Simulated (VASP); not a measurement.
# Ga (Immm) in VASP: a series of runs

The runs below take Ga through single point, with PBEsol.

Program: VASP 6.6.1. These are calculated values, not measurements. Logs are shortened: lines on timing, memory, paths and dates and some standing lists are left out, and cuts for length are marked.

### 1 The cell of the first run

Symmetry: Immm, No. 71, orthorhombic system. Conventional cell: a = 2.780 Å, b = 2.808 Å, c = 4.458 Å, α = 90.00°, β = 90.00°, γ = 90.00°. Ga (site symmetry mmm) has 12 Ga at 2.78 to 2.98 Å within 3.7 Å.

### 2 Single point, PBEsol (strain -0.0100 x Voigt [0, 1, 0, 0, 0, 0])

The input, INCAR:

```
ALGO = Fast
EDIFF = 1E-7
ENCUT = 520
GGA = PS
ISIF = 2
ISMEAR = 0
LASPH = True
LCHARG = False
LREAL = False
LWAVE = False
NBANDS = 12
NELM = 80
PREC = Accurate
SIGMA = 0.15
```

The input, KPOINTS:

```
k-points
0
Gamma
  24 24 24
```

The input, POSCAR:

```
Ga
1.0
   -1.4040000000      1.3899600000      2.2290000000
    1.4040000000     -1.3899600000      2.2290000000
    1.4040000000      1.3899600000     -2.2290000000
Ga
1
Direct
    0.0000000000      0.0000000000      0.0000000000
```

Potentials or basis: VASP PAW PBE potentials, release 64 (Ga_d).

Started as:

```sh
> cat potpaw_PBE.64/Ga_d/POTCAR > POTCAR
> mpirun -np 1 vasp_std > vasp.out
```

OUTCAR:

```text
EDIFF = 1E-7
   ENCUT = 520
   GGA = PS
   ISIF = 2
   ISMEAR = 0
   LASPH = True
   LREAL = False
   NELM = 80
   PREC = Accurate

 ion  position               nearest neighbor table
   1  0.000  0.000  0.000-

  LATTYP: Found a body centered orthorhombic cell.
 ALAT       =     2.7799200000
 B/A-ratio  =     1.0101010101
 C/A-ratio  =     1.6036432703

  Lattice vectors:

 A1 = (   1.4040000000,  -1.3899600000,  -2.2290000000)
 A2 = (  -1.4040000000,   1.3899600000,  -2.2290000000)
 A3 = (   1.4040000000,   1.3899600000,   2.2290000000)

Analysis of symmetry for initial positions (statically):
=====================================================================
 Subroutine PRICEL returns:
 Original cell was already a primitive cell.

 Routine SETGRP: Setting up the symmetry group for a
 body centered orthorhombic supercell.

 Subroutine GETGRP returns: Found  8 space group operations
 (whereof  8 operations were pure point group operations)
 out of a pool of  8 trial point group operations.

The static configuration has the point symmetry D_2h.

Analysis of symmetry for dynamics (positions and initial velocities):
=====================================================================
 Subroutine PRICEL returns:
 Original cell was already a primitive cell.

 Routine SETGRP: Setting up the symmetry group for a
 body centered orthorhombic supercell.

 Subroutine GETGRP returns: Found  8 space group operations
 (whereof  8 operations were pure point group operations)
 out of a pool of  8 trial point group operations.

The dynamic configuration has the point symmetry D_2h.

 Subroutine INISYM returns: Found  8 space group operations
 (whereof  8 operations are pure point group operations),
 and found     1 'primitive' translations

----------------------------------------------------------------------------------------

                                     Primitive cell

  volume of cell :      17.3996

  direct lattice vectors                    reciprocal lattice vectors
    -1.404000000  1.389960000  2.229000000     0.000000000  0.359722582  0.224315837
     1.404000000 -1.389960000  2.229000000     0.356125356  0.000000000  0.224315837
     1.404000000  1.389960000 -2.229000000     0.356125356  0.359722582  0.000000000

  length of vectors
     2.978530813  2.978530813  2.978530813     0.423931516  0.420883433  0.506187322

  position of ions in fractional coordinates (direct lattice)
     0.000000000  0.000000000  0.000000000

  ion indices of the primitive-cell ions
   primitive index   ion index
                 1           1

----------------------------------------------------------------------------------------

 KPOINTS: k-points

Automatic generation of k-mesh.
 Grid dimensions read from file:
 generate k-points for:   24   24   24

 Generating k-lattice:

  Cartesian coordinates                     Fractional coordinates (reciprocal lattice)
     0.000000000  0.014988441  0.009346493     0.041666667  0.000000000  0.000000000
     0.014838557  0.000000000  0.009346493    -0.000000000  0.041666667  0.000000000
     0.014838557  0.014988441  0.000000000    -0.000000000  0.000000000  0.041666667

  Length of vectors
     0.017663813  0.017536810  0.021091138

  Shift w.r.t. Gamma in fractional coordinates (k-lattice)
     0.000000000  0.000000000  0.000000000

 Subroutine IBZKPT returns following result:
 ===========================================

 Found   1963 irreducible k-points:

 Following reciprocal coordinates:
            Coordinates               Weight
  0.000000  0.000000  0.000000      1.000000
  0.041667  0.000000  0.000000      4.000000
  0.083333  0.000000 -0.000000      4.000000
  0.125000  0.000000 -0.000000      4.000000
  0.166667  0.000000 -0.000000      4.000000
  0.208333  0.000000 -0.000000      4.000000
[... 16 lines left out ...]
  0.375000  0.041667 -0.000000      8.000000
  0.416667  0.041667 -0.000000      8.000000
 [... further k-points ...]
   k-points           NKPTS =   1963   k-points in BZ     NKDIM =   1963   number of bands    NBANDS=     12
   number of dos      NEDOS =    301   number of ions     NIONS =      1
   total plane-waves  NPLWV =  13824
   dimension x,y,z NGX =    24 NGY =   24 NGZ =   24
   dimension x,y,z NGXF=    48 NGYF=   48 NGZF=   48
   ions per type =               1
   NGX,Y,Z   is equivalent  to a cutoff of  13.40, 13.40, 13.40 a.u.
   NGXF,Y,Z  is equivalent  to a cutoff of  26.79, 26.79, 26.79 a.u.
 SYSTEM =  unknown system
   PREC   = accura    normal or accurate (medium, high low for compatibility)
   ISTART =      0    job   : 0-new  1-cont  2-samecut
   ICHARG =      2    charge: 1-file 2-atom 10-const
   ISPIN  =      1    spin polarized calculation?
   LNONCOLLINEAR =      F non collinear calculations
   LSORBIT =      F    spin-orbit coupling
   LASPH  =      T    aspherical Exc in radial PAW
   ENCUT  =  520.0 eV  38.22 Ry    6.18 a.u.   5.54  5.54  5.54*2*pi/ulx,y,z
   NELM   =     80;   NELMIN=  2; NELMDL= -5     # of ELM steps
   EDIFF  = 0.1E-06   stopping-criterion for ELM
   LREAL  =      F    real-space projection
   EDIFFG = 0.1E-05   stopping-criterion for IOM
   NSW    =      0    number of steps for IOM
   IBRION =     -1    ionic relax: 0-MD 1-quasi-New 2-CG
   NFREE  =      0    steps in history (QN), initial steepest desc. (CG)
   ISIF   =      2    stress and relaxation
   ISYM   =      2    0-nonsym 1-usesym 2-fastsym
   POTIM  = 0.5000    time-step for ionic-motion
   TEBEG  =    0.0;   TEEND  =   0.0 temperature during run
   PSTRESS=    0.0 pullay stress
   NELECT =      13.0000    total number of electrons
   NUPDOWN=      -1.0000    fix difference up-down
   EMIN   =  10.00;   EMAX   =-10.00  energy-range for DOS
   EFERMI =   0.00;   METHOD = LEGACY
   ISMEAR =     0;   SIGMA  =   0.15  broadening in eV -4-tet -1-fermi 0-gaus
   EFERMI_NEDOS =   21; number of points for ismear=-14 and -15
   IALGO  =     68    algorithm
   IMIX   =      4    mixing-type and parameters
     AMIX     =   0.40;   BMIX     =  1.00
     AMIX_MAG =   1.60;   BMIX_MAG =  1.00
  volume/ion in A,a.u.               =      17.40       117.42
  Fermi-wavevector in a.u.,A,eV,Ry     =   1.485512  2.807210 30.024595  2.206746
  Thomas-Fermi vector in A             =   2.598914
   LORBIT       =      0    0 simple, 1 ext, 2 COOP (PROOUT), +10 PAW based schemes
   GGA     = PS    functional components
   LHFCALC =     F    Hartree Fock is set to
   AEXX    =    0.0000 exact exchange contribution
   IVDW    =     0    specifies the selected vdW correction
   LEPSILON=     F    determine dielectric tensor
   LRPA    =     F    only Hartree local field effects (RPA)
 non-spin polarized calculation
 RMM-DIIS sequential band-by-band and
 Gauss-broadening in eV      SIGMA  =   0.15
  energy-cutoff  :      520.00
  volume of cell :       17.40
 maximum number of plane-waves:       480
 NGX is ok and might be reduce to    24
   NGX = 11   NGY = 11   NGZ = 11

 number of electron      12.9999999 magnetization

 Free energy of the ion-electron system (eV)
  ---------------------------------------------------
  ext. energy  EPLUGINS =         0.00000000
  ---------------------------------------------------
  free energy    TOTEN  =        -3.33557502 eV

  energy without entropy =       -3.33118269  energy(sigma->0) =       -3.33337886

 E-fermi :   6.1822     XC(G=0): -11.5624

 val. band max:        6.1792254922   @ k =   0.3750  -0.2083   0.0833
 cond. band min:       6.1839563526   @ k =  -0.2917  -0.3750   0.0833
 fundamental gap:      0.0047308603
 Fermi energy:         6.1822015207

 k-point     1 :       0.0000    0.0000    0.0000
  band No.  band energies     occupation
      1      -8.8395      2.00000
      2      -8.7014      2.00000
      3      -8.6897      2.00000
      4      -8.6768      2.00000
      5      -8.5269      2.00000
      6      -5.5148      2.00000
      7      19.1232      0.00000
      8      19.3313      0.00000
      9      19.4983      0.00000
     10      22.7017      0.00000
     11      22.7413      0.00000
     12      23.2171      0.00000

 k-point     2 :       0.0417    0.0000    0.0000
  band No.  band energies     occupation
      1      -8.8362      2.00000
      2      -8.6991      2.00000
      3      -8.6909      2.00000
      4      -8.6761      2.00000
      5      -8.5284      2.00000
      6      -5.4670      2.00000
      7      18.7832      0.00000
      8      19.0607      0.00000
      9      19.1951      0.00000
     10      22.0162      0.00000
     11      23.1179      0.00000
     12      23.3621      0.00000

 k-point     3 :       0.0833    0.0000   -0.0000
  band No.  band energies     occupation
      1      -8.8274      2.00000
      2      -8.6956      2.00000
      3      -8.6926      2.00000
      4      -8.6723      2.00000
      5      -8.5327      2.00000
      6      -5.3230      2.00000
      7      17.2691      0.00000
      8      18.7457      0.00000
      9      18.8998      0.00000
     10      21.5989      0.00000
     11      23.2926      0.00000
     12      23.7683      0.00000
[... 286 lines left out ...]
 k-point    23 :       0.3750    0.0417   -0.0000
  band No.  band energies     occupation
      1      -8.8320      2.00000
      2      -8.7852      2.00000
      3      -8.6754      2.00000
      4      -8.5132      2.00000
      5      -8.4863      2.00000
      6      -1.2504      2.00000
      7       5.1529      2.00000
      8      15.1960      0.00000
      9      17.3340      0.00000
     10      19.4335      0.00000
     11      21.2667      0.00000
     12      23.3120      0.00000

 k-point    24 :       0.4167    0.0417   -0.0000
  band No.  band energies     occupation
      1      -8.8430      2.00000
      2      -8.7891      2.00000
      3      -8.6821      2.00000
      4      -8.5042      2.00000
      5      -8.4641      2.00000
      6      -0.2940      2.00000
      7       3.7859      2.00000
      8      14.9645      0.00000
      9      17.4221      0.00000
     10      19.3080      0.00000
     11      21.0930      0.00000
     12      23.2291      0.00000

 [... further k-points ...]
[... 5 lines left out ...]
  --------------------------------------------------------------------------------------
  -------------------------------------------------------------------------------------
  Total        0.1092318      0.1231683      0.1151159      0.0000000      0.0000000      0.0000000
  in kB       10.0581966     11.3414858     10.6000145      0.0000000      0.0000000      0.0000000
  external PRESSURE =      10.6665656 kB  Pullay stress =       0.0000000 kB

 VOLUME and BASIS-vectors are now :
 -----------------------------------------------------------------------------
  energy-cutoff  :      520.00
  volume of cell :       17.40
      direct lattice vectors                 reciprocal lattice vectors
    -1.404000000  1.389960000  2.229000000     0.000000000  0.359722582  0.224315837
     1.404000000 -1.389960000  2.229000000     0.356125356  0.000000000  0.224315837
     1.404000000  1.389960000 -2.229000000     0.356125356  0.359722582  0.000000000

 POSITION                                       TOTAL-FORCE (eV/Angst)
 -----------------------------------------------------------------------------------
      0.00000      0.00000      0.00000         0.000000     -0.000000      0.000000
 -----------------------------------------------------------------------------------
    total drift:                               -0.000000      0.000000      0.000000

  FREE ENERGIE OF THE ION-ELECTRON SYSTEM (eV)
  ---------------------------------------------------
  free  energy   TOTEN  =        -3.3355750232 eV

  energy  without entropy=       -3.3311826927  energy(sigma->0) =       -3.33337886
```

Run time: 4.3 min. Hardware: 1 thread of AMD EPYC 9R45 (Zen 5), shared host; peak memory 0.44 GiB.

What came out:

```yaml
Free_energy: -3.3356 eV
Pressure: 1.1 GPa
```

Caveat: the cell differs from its parent crystal (strain -0.0100 x Voigt [0, 1, 0, 0, 0, 0]); the PAW data sets were made with another functional, which shifts forces and pressure a little.

(Part 1 of 2 ends here.)
